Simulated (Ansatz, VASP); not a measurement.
## Two plane-wave programs on Zr

```
Zr
1.0
     3.24342    0.00000    0.00000
    -1.62171    2.80889    0.00000
     0.00000    0.00000    5.16765
Zr
2
Direct
  0.33333 0.66667 0.25000
  0.66667 0.33333 0.75000
```

Alike in both runs: functional r2SCAN; k mesh 15 × 15 × 8; occupations fermi-dirac, width 0.15 eV; no spin polarisation.

Ansatz relaxed the structure, and its values are those at the end. VASP's run is a single point on that final structure, the one shown.

|  | VASP | Ansatz |
| --- | --- | --- |
| version | VASP 6.6.1 | Ansatz 0.2.0 |
| potentials or method | VASP PAW PBE potentials, release 64 (Zr_sv), cutoff 520 eV | scalar-relativistic, plane waves, PAW |
| valence electrons in the cell | 24 | 24 |

```tsv
	VASP	Ansatz	Ansatz less VASP
gap on the k mesh at the Fermi level (eV)	none	none	-
pressure (GPa)	0.0	0.0	+0.02
```

VASP's potentials were made for PBE, not for r2SCAN. A gap of «none» marks a metal or a gap that the smearing closes. The functional is the same, so the differences come from potentials, cutoffs and numerics.
